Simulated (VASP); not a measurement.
# Y (Im-3m) in VASP: notebook

The runs below take Y through relaxation of cell and atoms, with PBEsol.

Program: VASP 6.6.1. These are calculated values, not measurements. Logs are shortened: lines on timing, memory, paths and dates and some standing lists are left out, and cuts for length are marked.

**1. The cell of the first run**

It takes space group Im-3m (No. 229, cubic). The conventional cell has a = 4.040 Å, b = 4.040 Å, c = 4.040 Å, α = 90.00°, β = 90.00°, γ = 90.00°. Y (site symmetry m-3m) has 14 Y at 3.50 to 4.04 Å within 4.6 Å.

This isn't the form of Y at room conditions, which is hcp.

**2. Relaxation of cell and atoms, PBEsol, target pressure 20 GPa, at which the enthalpy is minimised**

Input file INCAR:

```
SYSTEM = Y
PREC = Accurate ; ENCUT = 500
EDIFF = 1E-7 ; ISMEAR = -1
SIGMA = 0.05 ; LREAL = .FALSE.
LASPH = .TRUE. ; NELM = 120
ALGO = Normal ; ISIF = 3
LWAVE = .FALSE. ; LCHARG = .FALSE.
GGA = PS ; IBRION = 2
NSW = 80 ; EDIFFG = -0.02
PSTRESS = 200.0 ; GGA_COMPAT = .FALSE.
NELMIN = 4
```

Input file KPOINTS:

```
Automatic mesh
0
G
  15 15 15
  0 0 0
```

Input file POSCAR:

```
Y
1.0
   -2.0200000000      2.0200000000      2.0200000000
    2.0200000000     -2.0200000000      2.0200000000
    2.0200000000      2.0200000000     -2.0200000000
Y
1
Direct
    0.0000000000      0.0000000000      0.0000000000
```

Potentials or basis: VASP PAW PBE potentials, release 64 (Y_sv).

Command:

```bash
cat potpaw_PBE.64/Y_sv/POTCAR > POTCAR
mpirun -np 1 vasp_std > vasp.out
```

OUTCAR:

```text
SYSTEM = Y
   PREC = Accurate
   ENCUT = 500
   EDIFF = 1E-7
   ISMEAR = -1
   LREAL = .FALSE.
   LASPH = .TRUE.
   NELM = 120
   ISIF = 3
   GGA = PS
   IBRION = 2
   NSW = 80
   EDIFFG = -0.02
   PSTRESS = 200.0
   NELMIN = 4

 ion  position               nearest neighbor table
   1  0.000  0.000  0.000-

  LATTYP: Found a body centered cubic cell.
 ALAT       =     4.0400000000

  Lattice vectors:

 A1 = (  -2.0200000000,   2.0200000000,   2.0200000000)
 A2 = (   2.0200000000,  -2.0200000000,   2.0200000000)
 A3 = (   2.0200000000,   2.0200000000,  -2.0200000000)

Analysis of symmetry for initial positions (statically):
=====================================================================
 Subroutine PRICEL returns:
 Original cell was already a primitive cell.

 Routine SETGRP: Setting up the symmetry group for a
 body centered cubic supercell.

 Subroutine GETGRP returns: Found 48 space group operations
 (whereof 48 operations were pure point group operations)
 out of a pool of 48 trial point group operations.

The static configuration has the point symmetry O_h .

Analysis of symmetry for dynamics (positions and initial velocities):
=====================================================================
 Subroutine PRICEL returns:
 Original cell was already a primitive cell.

 Routine SETGRP: Setting up the symmetry group for a
 body centered cubic supercell.

 Subroutine GETGRP returns: Found 48 space group operations
 (whereof 48 operations were pure point group operations)
 out of a pool of 48 trial point group operations.

The dynamic configuration has the point symmetry O_h .

 Subroutine INISYM returns: Found 48 space group operations
 (whereof 48 operations are pure point group operations),
 and found     1 'primitive' translations

----------------------------------------------------------------------------------------

                                     Primitive cell

  volume of cell :      32.9696

  direct lattice vectors                    reciprocal lattice vectors
    -2.020000000  2.020000000  2.020000000     0.000000000  0.247524752  0.247524752
     2.020000000 -2.020000000  2.020000000     0.247524752  0.000000000  0.247524752
     2.020000000  2.020000000 -2.020000000     0.247524752  0.247524752  0.000000000

  length of vectors
     3.498742631  3.498742631  3.498742631     0.350052862  0.350052862  0.350052862

  position of ions in fractional coordinates (direct lattice)
     0.000000000  0.000000000  0.000000000

  ion indices of the primitive-cell ions
   primitive index   ion index
                 1           1

[... 60 lines left out ...]
   NGXF,Y,Z  is equivalent  to a cutoff of  26.61, 26.61, 26.61 a.u.
 SYSTEM =  Y
   PREC   = accura    normal or accurate (medium, high low for compatibility)
   ISTART =      0    job   : 0-new  1-cont  2-samecut
   ICHARG =      2    charge: 1-file 2-atom 10-const
   ISPIN  =      1    spin polarized calculation?
   LNONCOLLINEAR =      F non collinear calculations
   LSORBIT =      F    spin-orbit coupling
   LASPH  =      T    aspherical Exc in radial PAW
   ENCUT  =  500.0 eV  36.75 Ry    6.06 a.u.   6.38  6.38  6.38*2*pi/ulx,y,z
   NELM   =    120;   NELMIN=  4; NELMDL= -5     # of ELM steps
   EDIFF  = 0.1E-06   stopping-criterion for ELM
   LREAL  =      F    real-space projection
   EDIFFG = -.2E-01   stopping-criterion for IOM
   NSW    =     80    number of steps for IOM
   IBRION =      2    ionic relax: 0-MD 1-quasi-New 2-CG
   NFREE  =      1    steps in history (QN), initial steepest desc. (CG)
   ISIF   =      3    stress and relaxation
   ISYM   =      2    0-nonsym 1-usesym 2-fastsym
   POTIM  = 0.5000    time-step for ionic-motion
   TEBEG  =    0.0;   TEEND  =   0.0 temperature during run
   PSTRESS=  200.0 pullay stress
   NELECT =      11.0000    total number of electrons
   NUPDOWN=      -1.0000    fix difference up-down
   EMIN   =  10.00;   EMAX   =-10.00  energy-range for DOS
   EFERMI =   0.00;   METHOD = LEGACY
   ISMEAR =    -1;   SIGMA  =   0.05  broadening in eV -4-tet -1-fermi 0-gaus
   EFERMI_NEDOS =   21; number of points for ismear=-14 and -15
   IALGO  =     38    algorithm
   IMIX   =      4    mixing-type and parameters
     AMIX     =   0.40;   BMIX     =  1.00
     AMIX_MAG =   1.60;   BMIX_MAG =  1.00
  volume/ion in A,a.u.               =      32.97       222.49
  Fermi-wavevector in a.u.,A,eV,Ry     =   1.135449  2.145688 17.541240  1.289245
  Thomas-Fermi vector in A             =   2.272154
   LORBIT       =      0    0 simple, 1 ext, 2 COOP (PROOUT), +10 PAW based schemes
   GGA     = PS    functional components
   LHFCALC =     F    Hartree Fock is set to
   AEXX    =    0.0000 exact exchange contribution
   IVDW    =     0    specifies the selected vdW correction
   LEPSILON=     F    determine dielectric tensor
   LRPA    =     F    only Hartree local field effects (RPA)
 conjugate gradient relaxation of ions
 non-spin polarized calculation
  energy-cutoff  :      500.00
  volume of cell :       32.97
 maximum number of plane-waves:       887
 NGX is ok and might be reduce to    28
   NGX = 13   NGY = 13   NGZ = 13

--------------------------------------- Ionic step        1  -------------------------------------------

 number of electron      11.0000001 magnetization

 Free energy of the ion-electron system (eV)
  ---------------------------------------------------
  ext. energy  EPLUGINS =         0.00000000
  ---------------------------------------------------
  free energy    TOTEN  =        -6.68968501 eV

  energy without entropy =       -6.66716255  energy(sigma->0) =       -6.67842378

 E-fermi :   3.0065     XC(G=0):  -9.5220

 val. band max:        3.0019190540   @ k =  -0.3333   0.4667   0.0667
 cond. band min:       3.0250597546   @ k =   0.3333   0.1333   0.0667
 fundamental gap:      0.0231407006
 Fermi energy:         3.0065236265

 k-point     1 :       0.0000    0.0000    0.0000
  band No.  band energies     occupation
      1     -39.7734      2.00000
      2     -19.4897      2.00000
      3     -19.4897      2.00000
      4     -19.4897      2.00000
      5      -1.8191      2.00000
      6       4.6382      0.00000
      7       4.6382      0.00000
      8       4.6382      0.00000
      9       6.5799      0.00000
[... 497 lines left out ...]
--------------------------------------- Ionic step        7  -------------------------------------------

 number of electron      11.0000001 magnetization

 Free energy of the ion-electron system (eV)
  ---------------------------------------------------
  ext. energy  EPLUGINS =         0.00000000
  ---------------------------------------------------
  free energy    TOTEN  =        -6.27718386 eV

  energy without entropy =       -6.25900328  energy(sigma->0) =       -6.26809357

 E-fermi :   4.9091     XC(G=0): -11.0500

 val. band max:        4.8732383635   @ k =   0.3333   0.2667   0.0000
 cond. band min:       4.9112072995   @ k =   0.4000   0.0000   0.0000
 fundamental gap:      0.0379689360
 Fermi energy:         4.9090864215

 k-point     1 :       0.0000    0.0000    0.0000
  band No.  band energies     occupation
      1     -37.1082      2.00000
      2     -16.2983      2.00000
      3     -16.2983      2.00000
      4     -16.2983      2.00000
      5      -0.1952      2.00000
      6       6.9832      0.00000
      7       6.9832      0.00000
      8       6.9832      0.00000
      9       9.7673      0.00000
[... 308 lines left out ...]
  energy  without entropy=       -6.2590032839  energy(sigma->0) =       -6.26809357

  enthalpy is  TOTEN    =        -3.4173092409 eV   P V=        2.8598746175

 reached required accuracy - stopping structural energy minimisation
```

OSZICAR:

```text
N       E                     dE             d eps       ncg     rms          rms(c)
DAV:   1     0.185604728593E+02    0.18560E+02   -0.57104E+03  2160   0.107E+03
DAV:   2    -0.585660066081E+01   -0.24417E+02   -0.23970E+02  2575   0.158E+02
DAV:   3    -0.692550746858E+01   -0.10689E+01   -0.10469E+01  3344   0.232E+01
[... 78 lines left out ...]
DAV:   4    -0.627713810830E+01   -0.12766E-04   -0.83394E-06  2247   0.294E-02    0.443E-02
DAV:   5    -0.627717995996E+01   -0.41852E-04   -0.56485E-05  3205   0.421E-02    0.850E-03
DAV:   6    -0.627718026855E+01   -0.30859E-06   -0.23462E-07  2130   0.492E-03    0.797E-03
DAV:   7    -0.627718383918E+01   -0.35706E-05   -0.43752E-06  3431   0.150E-02    0.980E-04
DAV:   8    -0.627718385848E+01   -0.19306E-07   -0.22777E-08  1121   0.151E-03
   7 F= -.34173092E+01 E0= -.34082190E+01  d E =-.857328E-04
```

It took 3.3 min on 1 thread of Intel Xeon Platinum 8488C (Sapphire Rapids), shared host; peak memory 0.22 GiB.

Results:

```
Free energy                                                : -6.2772 eV
Relaxed volume                                             : 22.91 Å³/atom
Relaxed cell                                               : a = 3.099 Å, b = 3.099 Å, c = 3.099 Å, α = 109.47°, β = 109.47°, γ = 109.47°
Space group after relaxing (to 0.1 Å)                      : Im-3m (No. 229)
Energy change on relaxing (the run minimises the enthalpy) : +412.5 meV/atom
Ionic steps                                                : 7
Pressure after relaxing                                    : 20.0 GPa
Band gap on the k mesh                                     : zero (an odd number of electrons rules out a gap without spin polarisation)
```

Step by step:
| step | energy change (eV) | largest force (eV/Å) | pressure (GPa) | volume (Å³) |
| --- | --- | --- | --- | --- |
| 1 | 0.0000 | 0.0000 | -1.93 | 32.97 |
| 2 | 2.2942 | 0.0000 | 76.60 | 15.79 |
| 3 | 0.3472 | 0.0000 | 17.86 | 23.46 |
| 4 | 0.4009 | 0.0000 | 19.62 | 23.00 |
| 5 | 0.4228 | 0.0000 | 20.34 | 22.83 |
| 6 | 0.4047 | 0.0000 | 19.75 | 22.97 |
| 7 | 0.4125 | 0.0000 | 20.00 | 22.91 |

Final structure:
```
Y
1.0
    -1.78919    1.78919    1.78919
     1.78919   -1.78919    1.78919
     1.78919    1.78919   -1.78919
Y
1
Direct
  0.00000 0.00000 0.00000
```

Levels at points of the mesh, in eV from the Fermi level:
| k point | band 3 | band 4 | band 5 | band 6 | band 7 | band 8 |
| --- | --- | --- | --- | --- | --- | --- |
| (0.00, 0.00, 0.00) | -21.21 | -21.21 | -5.10 | 2.07 | 2.07 | 2.07 |

Caveat: the cell is relaxed towards a set pressure, so the run minimises the enthalpy, not the energy; the volume moved by over 15 % at a fixed basis, so the end points are rough; the PAW data sets were made with another functional, which shifts forces and pressure a little.

**3. Relaxation of cell and atoms, PBEsol, target pressure 40 GPa, at which the enthalpy is minimised**

Input file INCAR:

```
PREC = Accurate ; ENCUT = 500
EDIFF = 1E-7 ; ISMEAR = -1
SIGMA = 0.05 ; LREAL = F
LASPH = T ; NELM = 120
ALGO = Normal ; ISIF = 3
LWAVE = F ; LCHARG = F
GGA = PS ; IBRION = 2
NSW = 80 ; EDIFFG = -0.02
PSTRESS = 400.0 ; GGA_COMPAT = F
NELMIN = 4
```

Input file KPOINTS:

```
Automatic mesh
0
Gamma
  15 15 15
```

POSCAR is that of step 2.

Potentials or basis: VASP PAW PBE potentials, release 64 (Y_sv).

Command:

```bash
cat potpaw_PBE.64/Y_sv/POTCAR > POTCAR
mpirun -np 1 vasp_std > vasp.out
```

Wall time 4.8 min (1 thread of Intel Xeon Platinum 8488C (Sapphire Rapids), shared host); peak memory 0.28 GiB.

It converged, with:

* Free energy: -5.6118 eV
* Relaxed volume: 19.25 Å³/atom
* Relaxed cell: a = 2.924 Å, b = 2.924 Å, c = 2.924 Å, α = 109.47°, β = 109.47°, γ = 109.47°
* Space group after relaxing (to 0.1 Å): Im-3m (No. 229)
* Energy change on relaxing (the run minimises the enthalpy): +1077.9 meV/atom
* Ionic steps: 17
* Pressure after relaxing: 40.1 GPa
* Band gap on the k mesh: zero (an odd number of electrons rules out a gap without spin polarisation)

Step by step:
| step | energy change (eV) | largest force (eV/Å) | pressure (GPa) | volume (Å³) |
| --- | --- | --- | --- | --- |
| 1 | 0.0000 | 0.0000 | -1.93 | 32.97 |
| 2 | 21.7960 | 0.0000 | 1300.90 | 6.56 |
| 3 | 0.0608 | 0.0000 | 6.43 | 27.42 |
| 4 | 0.2516 | 0.0000 | 14.51 | 24.41 |
| 5 | 1.0855 | 0.0000 | 40.34 | 19.22 |
| 6 | 1.0292 | 0.0000 | 38.74 | 19.45 |
| 7 | 1.0308 | 0.0000 | 38.75 | 19.44 |
| 8 | 1.0357 | 0.0000 | 38.93 | 19.42 |
| 9 | 1.0357 | 0.0000 | 38.93 | 19.42 |
| 10 | 1.0359 | 0.0000 | 38.90 | 19.42 |
| 11 | 1.0362 | 0.0000 | 38.91 | 19.42 |
| 12 | 1.0369 | 0.0000 | 38.93 | 19.42 |
| 13 | 1.0382 | 0.0000 | 38.97 | 19.41 |
| 14 | 1.0408 | 0.0000 | 39.08 | 19.40 |
| 15 | 1.0461 | 0.0000 | 39.20 | 19.38 |
| 16 | 1.0566 | 0.0000 | 39.50 | 19.34 |
| 17 | 1.0779 | 0.0000 | 40.11 | 19.25 |

Final structure:
```
Y
1.0
    -1.68836    1.68836    1.68836
     1.68836   -1.68836    1.68836
     1.68836    1.68836   -1.68836
Y
1
Direct
  0.00000 0.00000 0.00000
```

Levels at points of the mesh, in eV from the Fermi level:
| k point | band 3 | band 4 | band 5 | band 6 | band 7 | band 8 |
| --- | --- | --- | --- | --- | --- | --- |
| (0.00, 0.00, 0.00) | -20.54 | -20.54 | -4.89 | 2.26 | 2.26 | 2.26 |

Caveat: the cell is relaxed towards a set pressure, so the run minimises the enthalpy, not the energy; the volume moved by over 15 % at a fixed basis, so the end points are rough; the PAW data sets were made with another functional, which shifts forces and pressure a little.

The gap in the log of VASP goes by the Fermi energy; the results here count the filled bands.